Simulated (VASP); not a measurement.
Set up this calculation in VASP 6.6.1, as the native input.

```
Task                   : single point
Functional             : PBE
Potentials or basis    : VASP PAW PBE potentials, release 64 (Si)
Cutoff                 : 520 eV
k mesh                 : 4 × 4 × 6
Occupations            : gaussian, width 0.1 eV
Spin                   : no spin polarisation
Dipole correction      : no
Further INCAR settings : ALGO = Normal; EDIFF = 1e-06; NBANDS = 13
```

The structure of Si lies in POSCAR:

```
Si
1.0
    3.8023005849      0.0000000000      0.0000000000
    0.0000000000      3.8023005849      0.0000000000
    0.0000000000      0.0000000000      3.3990552653
Si
3
Direct
    0.0000000000      0.5000000000      0.0000000000
    0.5000000000      0.0000000000      0.0000000000
    0.0000000000      0.0000000000      0.5000000000
```

The cell was generated, and may not be a known phase.

The input as run:

INCAR

```
SYSTEM = Si
PREC = Accurate
ENCUT = 520
EDIFF = 1E-6
ISMEAR = 0
SIGMA = 0.1
LREAL = .False.
LASPH = .True.
NELM = 100
ALGO = Normal
ISIF = 2
LWAVE = .False.
LCHARG = .False.
GGA = PE
NBANDS = 13
```

KPOINTS

```
regular mesh
0
Gamma
  4 4 6
  0 0 0
```

Potentials or basis: VASP PAW PBE potentials, release 64 (Si).

The run is started by

```sh
$ cat potpaw_PBE.64/Si/POTCAR > POTCAR
$ mpirun -np 1 vasp_std > vasp.out
```

Results of the run:

```
Pressure               : 0.0 GPa
Band gap on the k mesh : zero (bands 6 and 7 overlap by 5.89 eV)
```

Caveat: the k points lie up to 0.41 Å⁻¹ apart, too coarse for converged energies and pressures of a metal.

Wall time 11 s on 1 thread of Intel Xeon 8259CL, on a shared host, peak memory 0.15 GiB.
